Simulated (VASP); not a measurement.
# Zn (P6_3/mmc) in VASP: notebook

Zn is run at these levels: PBEsol; tasks: single point.

Everything below comes from runs of VASP 6.6.1. Logs are shortened: lines on timing, memory, paths and dates and some standing lists are left out, and cuts for length are marked.

### 1 The cell of the first run

It takes space group P6_3/mmc (No. 194, hexagonal). The conventional cell has a = 2.592 Å, b = 2.592 Å, c = 4.944 Å, α = 90.00°, β = 90.00°, γ = 120.00°. Zn (site symmetry -6m2) has 12 Zn at 2.59 to 2.89 Å within 3.4 Å.

### 2 Single point, PBEsol (uniaxial strain along c: +1.0 %, then relaxed in part)

INCAR reads:

```
SYSTEM = Zn
PREC     = Accurate       ! precision mode
ENCUT    = 520            ! plane-wave cutoff, eV
EDIFF    = 1E-6           ! SCF threshold, eV
ISMEAR   = 0              ! smearing method
SIGMA    = 0.1            ! smearing width, eV
LREAL    = .False.        ! projectors in reciprocal space
LASPH    = .True.         ! aspherical terms in the spheres
NELM     = 80             ! most SCF steps
ALGO     = Fast           ! electronic algorithm
ISIF     = 2              ! what is computed and relaxed
LWAVE    = .False.        ! write WAVECAR
LCHARG   = .True.         ! write CHGCAR
GGA      = PS             ! functional
LELF     = .True.         ! ELF
LVHAR    = .True.       
NBANDS   = 19             ! bands
```

KPOINTS reads:

```
regular mesh
0
Gamma
  24 24 12
  0 0 0
```

POSCAR reads:

```
Zn
1.0
    2.5922703582      0.0000000000      0.0000000000
   -1.2961351791      2.2449719837      0.0000000000
    0.0000000000      0.0000000000      4.9436666330
Zn
2
Direct
    0.3333333345      0.6666666655      0.2500000000
    0.6666666655      0.3333333345      0.7500000000
```

Potentials or basis: VASP PAW PBE potentials, release 64 (Zn).

Run with:

```sh
> cat potpaw_PBE.64/Zn/POTCAR > POTCAR
> mpirun -np 1 vasp_std > vasp.out
```

OUTCAR:

```text
SYSTEM = Zn
   PREC = Accurate
   ENCUT = 520
   EDIFF = 1E-6
   ISMEAR = 0
   LREAL = .False.
   LASPH = .True.
   NELM = 80
   ISIF = 2
   GGA = PS

 ion  position               nearest neighbor table
   1  0.333  0.667  0.250-   2 2.89   2 2.89   2 2.89   2 2.89   2 2.89   2 2.89
   2  0.667  0.333  0.750-   1 2.89   1 2.89   1 2.89   1 2.89   1 2.89   1 2.89

  LATTYP: Found a hexagonal cell.
 ALAT       =     2.5922703582
 C/A-ratio  =     1.9070798759

  Lattice vectors:

 A1 = (   2.5922703582,   0.0000000000,   0.0000000000)
 A2 = (  -1.2961351791,   2.2449719837,   0.0000000000)
 A3 = (   0.0000000000,   0.0000000000,   4.9436666330)

Analysis of symmetry for initial positions (statically):
=====================================================================
 Subroutine PRICEL returns:
 Original cell was already a primitive cell.

 Routine SETGRP: Setting up the symmetry group for a
 hexagonal supercell.

 Subroutine GETGRP returns: Found 24 space group operations
 (whereof 12 operations were pure point group operations)
 out of a pool of 24 trial point group operations.

The static configuration has the point symmetry D_3d.
 The point group associated with its full space group is D_6h.

Analysis of symmetry for dynamics (positions and initial velocities):
=====================================================================
 Subroutine PRICEL returns:
 Original cell was already a primitive cell.

 Routine SETGRP: Setting up the symmetry group for a
 hexagonal supercell.

 Subroutine GETGRP returns: Found 24 space group operations
 (whereof 12 operations were pure point group operations)
 out of a pool of 24 trial point group operations.

The dynamic configuration has the point symmetry D_3d.
 The point group associated with its full space group is D_6h.

 Subroutine INISYM returns: Found 24 space group operations
 (whereof 12 operations are pure point group operations),
 and found     1 'primitive' translations

----------------------------------------------------------------------------------------

                                     Primitive cell

  volume of cell :      28.7700

  direct lattice vectors                    reciprocal lattice vectors
     2.592270358  0.000000000  0.000000000     0.385762232  0.222719929  0.000000000
    -1.296135179  2.244971984  0.000000000     0.000000000  0.445439857  0.000000000
     0.000000000  0.000000000  4.943666633     0.000000000  0.000000000  0.202279012

  length of vectors
     2.592270358  2.592270358  4.943666633     0.445439857  0.445439857  0.202279012

  position of ions in fractional coordinates (direct lattice)
     0.333333334  0.666666666  0.250000000
     0.666666666  0.333333334  0.750000000

  ion indices of the primitive-cell ions
   primitive index   ion index
                 1           1
                 2           2

----------------------------------------------------------------------------------------

 KPOINTS: regular mesh

Automatic generation of k-mesh.
 Grid dimensions read from file:
 generate k-points for:   24   24   12

 Generating k-lattice:

  Cartesian coordinates                     Fractional coordinates (reciprocal lattice)
     0.016073426  0.009279997  0.000000000     0.041666667  0.000000000  0.000000000
     0.000000000  0.018559994  0.000000000     0.000000000  0.041666667  0.000000000
     0.000000000  0.000000000  0.016856584     0.000000000  0.000000000  0.083333333

  Length of vectors
     0.018559994  0.018559994  0.016856584

  Shift w.r.t. Gamma in fractional coordinates (k-lattice)
     0.000000000  0.000000000  0.000000000

 Subroutine IBZKPT returns following result:
 ===========================================

 Found    427 irreducible k-points:

 Following reciprocal coordinates:
            Coordinates               Weight
  0.000000  0.000000  0.000000      1.000000
  0.041667  0.000000  0.000000      6.000000
  0.083333  0.000000  0.000000      6.000000
  0.125000 -0.000000  0.000000      6.000000
  0.166667  0.000000  0.000000      6.000000
  0.208333  0.000000  0.000000      6.000000
[... 16 lines left out ...]
  0.416667  0.041667  0.000000     12.000000
  0.458333  0.041667  0.000000     12.000000
 [... further k-points ...]
   k-points           NKPTS =    427   k-points in BZ     NKDIM =    427   number of bands    NBANDS=     19
   number of dos      NEDOS =    301   number of ions     NIONS =      2
   total plane-waves  NPLWV =  16000
   dimension x,y,z NGX =    20 NGY =   20 NGZ =   40
   dimension x,y,z NGXF=    40 NGYF=   40 NGZF=   80
   ions per type =               2
   NGX,Y,Z   is equivalent  to a cutoff of  12.83, 12.83, 13.45 a.u.
   NGXF,Y,Z  is equivalent  to a cutoff of  25.65, 25.65, 26.90 a.u.
 SYSTEM =  Zn
   PREC   = accura    normal or accurate (medium, high low for compatibility)
   ISTART =      0    job   : 0-new  1-cont  2-samecut
   ICHARG =      2    charge: 1-file 2-atom 10-const
   ISPIN  =      1    spin polarized calculation?
   LNONCOLLINEAR =      F non collinear calculations
   LSORBIT =      F    spin-orbit coupling
   LASPH  =      T    aspherical Exc in radial PAW
   ENCUT  =  520.0 eV  38.22 Ry    6.18 a.u.   4.82  4.82  9.19*2*pi/ulx,y,z
   NELM   =     80;   NELMIN=  2; NELMDL= -5     # of ELM steps
   EDIFF  = 0.1E-05   stopping-criterion for ELM
   LREAL  =      F    real-space projection
   EDIFFG = 0.1E-04   stopping-criterion for IOM
   NSW    =      0    number of steps for IOM
   IBRION =     -1    ionic relax: 0-MD 1-quasi-New 2-CG
   NFREE  =      0    steps in history (QN), initial steepest desc. (CG)
   ISIF   =      2    stress and relaxation
   ISYM   =      2    0-nonsym 1-usesym 2-fastsym
   POTIM  = 0.5000    time-step for ionic-motion
   TEBEG  =    0.0;   TEEND  =   0.0 temperature during run
   PSTRESS=    0.0 pullay stress
   NELECT =      24.0000    total number of electrons
   NUPDOWN=      -1.0000    fix difference up-down
   EMIN   =  10.00;   EMAX   =-10.00  energy-range for DOS
   EFERMI =   0.00;   METHOD = LEGACY
   ISMEAR =     0;   SIGMA  =   0.10  broadening in eV -4-tet -1-fermi 0-gaus
   EFERMI_NEDOS =   21; number of points for ismear=-14 and -15
   IALGO  =     68    algorithm
   IMIX   =      4    mixing-type and parameters
     AMIX     =   0.40;   BMIX     =  1.00
     AMIX_MAG =   1.60;   BMIX_MAG =  1.00
  volume/ion in A,a.u.               =      14.39        97.07
  Fermi-wavevector in a.u.,A,eV,Ry     =   1.541103  2.912263 32.313833  2.375000
  Thomas-Fermi vector in A             =   2.647097
   LORBIT       =      0    0 simple, 1 ext, 2 COOP (PROOUT), +10 PAW based schemes
   GGA     = PS    functional components
   LHFCALC =     F    Hartree Fock is set to
   AEXX    =    0.0000 exact exchange contribution
   IVDW    =     0    specifies the selected vdW correction
   LEPSILON=     F    determine dielectric tensor
   LRPA    =     F    only Hartree local field effects (RPA)
 non-spin polarized calculation
 RMM-DIIS sequential band-by-band and
 Gauss-broadening in eV      SIGMA  =   0.10
  energy-cutoff  :      520.00
  volume of cell :       28.77
 maximum number of plane-waves:       790
 NGX is ok and might be reduce to    20
   NGX =  9   NGY =  9   NGZ = 19

 number of electron      24.0000016 magnetization

 Free energy of the ion-electron system (eV)
  ---------------------------------------------------
  ext. energy  EPLUGINS =         0.00000000
  ---------------------------------------------------
  free energy    TOTEN  =        -3.16954540 eV

  energy without entropy =       -3.16765526  energy(sigma->0) =       -3.16860033

 E-fermi :   3.2825     XC(G=0): -11.9898

 val. band max:        3.2801858049   @ k =   0.3333   0.2083   0.2500
 cond. band min:       3.3034783089   @ k =   0.2083   0.0000   0.1667
 fundamental gap:      0.0232925040
 Fermi energy:         3.2824788643

 k-point     1 :       0.0000    0.0000    0.0000
  band No.  band energies     occupation
      1      -7.5353      2.00000
      2      -5.5829      2.00000
      3      -4.7702      2.00000
      4      -4.4771      2.00000
      5      -4.4771      2.00000
      6      -4.4278      2.00000
[... 11 lines left out ...]
     18      23.4135      0.00000
     19      23.6615      0.00000

 k-point     2 :       0.0417    0.0000    0.0000
  band No.  band energies     occupation
      1      -7.4805      2.00000
      2      -5.5558      2.00000
      3      -4.7631      2.00000
      4      -4.4841      2.00000
      5      -4.4631      2.00000
      6      -4.4349      2.00000
[... 11 lines left out ...]
     18      22.6682      0.00000
     19      24.3193      0.00000

 k-point     3 :       0.0833    0.0000    0.0000
  band No.  band energies     occupation
      1      -7.3171      2.00000
      2      -5.4782      2.00000
      3      -4.7435      2.00000
      4      -4.5028      2.00000
      5      -4.4534      2.00000
      6      -4.4218      2.00000
[... 11 lines left out ...]
     18      22.0472      0.00000
     19      24.3555      0.00000

 k-point     4 :       0.1250   -0.0000    0.0000
  band No.  band energies     occupation
      1      -7.0490      2.00000
      2      -5.3623      2.00000
      3      -4.7184      2.00000
      4      -4.5276      2.00000
      5      -4.4708      2.00000
      6      -4.3554      2.00000
[... 11 lines left out ...]
     18      21.3195      0.00000
     19      23.1425      0.00000

 k-point     5 :       0.1667    0.0000    0.0000
  band No.  band energies     occupation
      1      -6.6851      2.00000
      2      -5.2321      2.00000
      3      -4.6971      2.00000
      4      -4.5563      2.00000
      5      -4.4550      2.00000
      6      -4.3263      2.00000
[... 11 lines left out ...]
     18      20.4769      0.00000
     19      21.2319      0.00000
[... 334 lines left out ...]
      2      -5.1575      2.00000
      3      -4.8949      2.00000
      4      -4.4349      2.00000
      5      -4.4216      2.00000
      6      -4.2306      2.00000
[... 11 lines left out ...]
     18      19.6667      0.00000
     19      19.8309      0.00000

 k-point    22 :       0.3750    0.0417    0.0000
  band No.  band energies     occupation
      1      -5.2704      2.00000
      2      -5.1892      2.00000
      3      -4.9606      2.00000
      4      -4.4673      2.00000
      5      -4.3700      2.00000
      6      -4.2549      2.00000
[... 11 lines left out ...]
     18      19.3927      0.00000
     19      19.5069      0.00000

 k-point    23 :       0.4167    0.0417    0.0000
  band No.  band energies     occupation
      1      -5.2943      2.00000
      2      -5.2121      2.00000
      3      -5.0039      2.00000
      4      -4.4996      2.00000
      5      -4.3245      2.00000
      6      -4.2717      2.00000
[... 11 lines left out ...]
     18      19.1409      0.00000
     19      19.3518      0.00000

 k-point    24 :       0.4583    0.0417    0.0000
  band No.  band energies     occupation
      1      -5.3094      2.00000
      2      -5.2246      2.00000
      3      -5.0253      2.00000
      4      -4.5164      2.00000
      5      -4.3009      2.00000
      6      -4.2804      2.00000
[... 11 lines left out ...]
     18      19.0076      0.00000
     19      19.2794      0.00000

 [... further k-points ...]
[... 5 lines left out ...]
  --------------------------------------------------------------------------------------
  -------------------------------------------------------------------------------------
  Total        0.1743210      0.1743210     -0.1461271      0.0000000     -0.0000000      0.0000000
  in kB        9.7077802      9.7077802     -8.1376871      0.0000000     -0.0000000      0.0000000
  external PRESSURE =       3.7592911 kB  Pullay stress =       0.0000000 kB

 VOLUME and BASIS-vectors are now :
 -----------------------------------------------------------------------------
  energy-cutoff  :      520.00
  volume of cell :       28.77
      direct lattice vectors                 reciprocal lattice vectors
     2.592270358  0.000000000  0.000000000     0.385762232  0.222719929  0.000000000
    -1.296135179  2.244971984  0.000000000     0.000000000  0.445439857  0.000000000
     0.000000000  0.000000000  4.943666633     0.000000000  0.000000000  0.202279012

 POSITION                                       TOTAL-FORCE (eV/Angst)
 -----------------------------------------------------------------------------------
      0.00000      1.49665      1.23592         0.000000     -0.000000      0.000000
      1.29614      0.74832      3.70775        -0.000000      0.000000      0.000000
 -----------------------------------------------------------------------------------
    total drift:                               -0.000000      0.000000      0.000000

  FREE ENERGIE OF THE ION-ELECTRON SYSTEM (eV)
  ---------------------------------------------------
  free  energy   TOTEN  =        -3.1695454028 eV

  energy  without entropy=       -3.1676552600  energy(sigma->0) =       -3.16860033
```

Wall time 4.7 min (1 thread of Intel Xeon 8259CL, shared host); peak memory 0.29 GiB.

Results:

- Free energy: -3.1695 eV
- Pressure: 0.4 GPa
- Band gap on the k mesh: zero (bands 12 and 13 overlap by 4.84 eV)

Stress tensor (GPa, compression positive):
```
 0.97  0.00  0.00
 0.00  0.97  0.00
 0.00  0.00 -0.81
```

Levels at points of the mesh, in eV from the Fermi level:
| k point | band 10 | band 11 | band 12 | band 13 | band 14 | band 15 |
| --- | --- | --- | --- | --- | --- | --- |
| (0.00, 0.00, 0.00) | -7.10 | -7.10 | -4.00 | -3.24 | 13.25 | 17.13 |
| (0.50, 0.00, 0.00) | -6.86 | -2.88 | -2.01 | 2.65 | 3.65 | 4.35 |
| (0.00, 0.00, 0.50) | -7.18 | -7.18 | -7.18 | 4.30 | 4.30 | 20.09 |
| (0.50, 0.00, 0.50) | -6.86 | -1.95 | -1.95 | 0.41 | 0.41 | 10.19 |

Caveat: the cell differs from its parent crystal (uniaxial strain along c: +1.0 %, then relaxed in part); the PAW data sets were made with another functional, which shifts forces and pressure a little.

### 3 Single point, PBEsol (uniaxial strain along c: +2.0 %)

INCAR reads:

```
SYSTEM = Zn
PREC = Accurate
ENCUT = 520
EDIFF = 1E-6
ISMEAR = 0
SIGMA = 0.1
LREAL = .FALSE.
LASPH = .TRUE.
NELM = 80
ALGO = Fast
ISIF = 2
LWAVE = .FALSE.
LCHARG = .TRUE.
GGA = PS
LELF = .TRUE.
LVHAR = .TRUE.
NBANDS = 19
```

KPOINTS reads:

```
regular mesh
0
G
  24 24 12
  0 0 0
```

POSCAR reads:

```
Zn
1.0
    2.5797394999      0.0000000000      0.0000000000
   -1.2898697499      2.2341199420      0.0000000000
    0.0000000000      0.0000000000      4.9926138274
Zn
2
Direct
    0.3333333345      0.6666666655      0.2500000000
    0.6666666655      0.3333333345      0.7500000000
```

Potentials or basis: VASP PAW PBE potentials, release 64 (Zn).

Run with:

```sh
> cat potpaw_PBE.64/Zn/POTCAR > POTCAR
> mpirun -np 1 vasp_std > vasp.out
```

Wall time 4.6 min (1 thread of Intel Xeon 8259CL, shared host); peak memory 0.29 GiB.

The run converged. Its results:

```yaml
Free_energy: -3.1652 eV
Pressure: 0.9 GPa
Band_gap_on_the_k_mesh: zero (bands 12 and 13 overlap by 5.03 eV)
```

Stress tensor (GPa, compression positive):
```
 1.88  0.00  0.00
 0.00  1.88  0.00
 0.00  0.00 -1.21
```

Levels at points of the mesh, in eV from the Fermi level:
```csv
k point,band 10,band 11,band 12,band 13,band 14,band 15
"(0.00, 0.00, 0.00)",-7.06,-7.06,-4.02,-3.36,12.80,16.75
"(0.50, 0.00, 0.00)",-6.80,-2.78,-1.90,2.61,3.71,4.33
"(0.00, 0.00, 0.50)",-7.14,-7.14,-7.14,4.07,4.07,20.43
"(0.50, 0.00, 0.50)",-6.81,-1.88,-1.88,0.51,0.51,10.05
```

Caveat: the cell differs from its parent crystal (uniaxial strain along c: +2.0 %); the PAW data sets were made with another functional, which shifts forces and pressure a little.

### 4 Single point, PBEsol (uniaxial strain along c: +2.0 %, then relaxed in part)

INCAR reads:

```
  ALGO = Fast
  EDIFF = 1E-7
  ENCUT = 520
  GGA = PS
  ISIF = 2
  ISMEAR = 0
  LASPH = T
  LCHARG = F
  LREAL = F
  LWAVE = F
  NBANDS = 19
  NELM = 60
  PREC = Accurate
  SIGMA = 0.1
```

KPOINTS reads:

```
k-points
0
Gamma
  24 24 12
```

POSCAR reads:

```
Zn
1.0
    2.5881220160      0.0000000000      0.0000000000
   -1.2940610080      2.2413794140      0.0000000000
    0.0000000000      0.0000000000      4.9926138274
Zn
2
Direct
    0.3333333336      0.6666666664      0.2500000000
    0.6666666664      0.3333333336      0.7500000000
```

Run with:

```sh
> cat potpaw_PBE.64/Zn/POTCAR > POTCAR
> mpirun -np 1 vasp_std > vasp.out
```

Wall time 5 min (1 thread of Intel Xeon 8259CL, shared host); peak memory 0.29 GiB.

It converged, with:

```yaml
Free_energy: -3.1664 eV
Pressure: -0.3 GPa
Band_gap_on_the_k_mesh: zero (bands 12 and 13 overlap by 4.98 eV)
```

Stress tensor (GPa, compression positive):
```
 0.55  0.00  0.00
 0.00  0.55  0.00
 0.00  0.00 -1.92
```

Levels at points of the mesh, in eV from the Fermi level:
```
           k point  band 8  band 9  band 10  band 11  band 12  band 13  band 14  band 15  band 16  band 17
(0.00, 0.00, 0.00)   -7.25   -7.25    -7.06    -7.06    -3.98    -3.34    12.84    16.76    18.98    18.98
(0.50, 0.00, 0.00)   -7.09   -6.83    -6.81    -2.79    -1.92     2.60     3.69     4.29     5.86    11.09
(0.00, 0.00, 0.50)   -7.71   -7.14    -7.14    -7.14    -7.14     4.10     4.10    20.25    20.25    20.25
(0.50, 0.00, 0.50)   -7.11   -6.82    -6.82    -1.88    -1.88     0.47     0.47    10.04    10.04    12.87
```

Caveat: the cell differs from its parent crystal (uniaxial strain along c: +2.0 %, then relaxed in part); the PAW data sets were made with another functional, which shifts forces and pressure a little.

### 5 Summary

```tsv
cell	further INCAR settings	gap on the mesh (eV)	pressure (GPa)
a = 2.592, b = 2.592, c = 4.944 Å, angles 90.0, 90.0, 120.0°, 2 atoms	ALGO = Fast; EDIFF = 1e-06; NBANDS = 19	none	0.4
a = 2.580, b = 2.580, c = 4.993 Å, angles 90.0, 90.0, 120.0°, 2 atoms	ALGO = Fast; EDIFF = 1e-06; NBANDS = 19	none	0.9
a = 2.588, b = 2.588, c = 4.993 Å, angles 90.0, 90.0, 120.0°, 2 atoms	ALGO = Fast; EDIFF = 1e-07; NBANDS = 19	none	-0.3
```

Alike in all rows: task single point; level PBEsol; potentials or basis VASP PAW PBE potentials, release 64 (Zn); no spin polarisation; k mesh 24 × 24 × 12; cutoff (eV) 520; smearing gaussian 0.1 eV.

Caveats: the PAW data sets were made with another functional, which shifts forces and pressure a little.

Total energies depend on the potentials used, so only differences within one code and one set of settings carry meaning.
